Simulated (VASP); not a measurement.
MgO, 2 atoms in the cell. Symmetry: Fm-3m, No. 225, cubic system. Conventional cell: a = 4.270 Å, b = 4.270 Å, c = 4.270 Å, α = 90.00°, β = 90.00°, γ = 90.00°. Within 2.8 Å of Mg (site symmetry m-3m) lie 6 O at 2.14 Å. O (site symmetry m-3m) has 6 Mg at 2.14 Å within 2.8 Å. 

| Property | Result |
| --- | --- |
| Program | VASP 6.6.1 |
| Task | single point |
| Functional | PBEsol |
| Potentials or basis | VASP PAW PBE potentials, release 64 (Mg, O) |
| Cutoff | 520 eV |
| k mesh | 8 × 8 × 8 |
| Occupations | gaussian, width 0.1 eV |
| Spin | no spin polarisation |
| Dipole correction | no |
| Further INCAR settings | ALGO = Normal; EDIFF = 1e-06; NBANDS = 11 |

Potentials or basis: VASP PAW PBE potentials, release 64 (Mg, O).

Run with:

```sh
$ cat potpaw_PBE.64/Mg/POTCAR potpaw_PBE.64/O/POTCAR > POTCAR
$ mpirun -np 1 vasp_std > vasp.out
```

Hardware: 1 thread of Intel(R) Xeon(R) Platinum 8259CL CPU @ 2.50GHz (Skylake/Cascade Lake) (shared host).

Q: Estimate the wall time of this run.

A: Wall time 8.3 s on 1 thread of Intel(R) Xeon(R) Platinum 8259CL CPU @ 2.50GHz (Skylake/Cascade Lake) (shared host), peak memory 0.14 GiB. Counts: scf iterations 12, k points 29.
